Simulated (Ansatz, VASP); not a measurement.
**Co in VASP and in Ansatz**

```
CELL_PARAMETERS angstrom
1.24652 -2.15904 0.00000
1.24652 2.15904 0.00000
0.00000 0.00000 4.03693
ATOMIC_POSITIONS crystal
Co 0.66667 0.33333 0.25000
Co 0.33333 0.66667 0.75000
```

Alike in both runs: task single point; functional PBE; k mesh 15 × 15 × 8; occupations fermi-dirac, width 0.1 eV; collinear spin.

|  | VASP | Ansatz |
| --- | --- | --- |
| version | VASP 6.6.1 | Ansatz 0.2.0 |
| potentials or method | VASP PAW PBE potentials, release 64 (Co) | PAW with Ansatz's default frozen-core files, scalar-relativistic |
| plane-wave cutoff (eV) | 520 | 420 |
| valence electrons in the cell | 18 | 34 |

VASP gave:

- pressure (GPa): -0.5
- traceless stress, the component that is largest in VASP (GPa): -0.15
- net moment per atom (μB): 1.61
- size of the moment on the site where the two differ most (μB): 1.63

Q: Estimate Ansatz's values.

A: Pressure (GPa): 0.2; traceless stress, the component that is largest in VASP (GPa): -0.03; net moment per atom (μB): 1.62; size of the moment on the site where the two differ most (μB): 1.70.

Site moments also hang on the region over which each program counts them. VASP's potentials hold 18 valence electrons a cell and Ansatz's 34, so a difference there can come from the potentials and not from the codes.
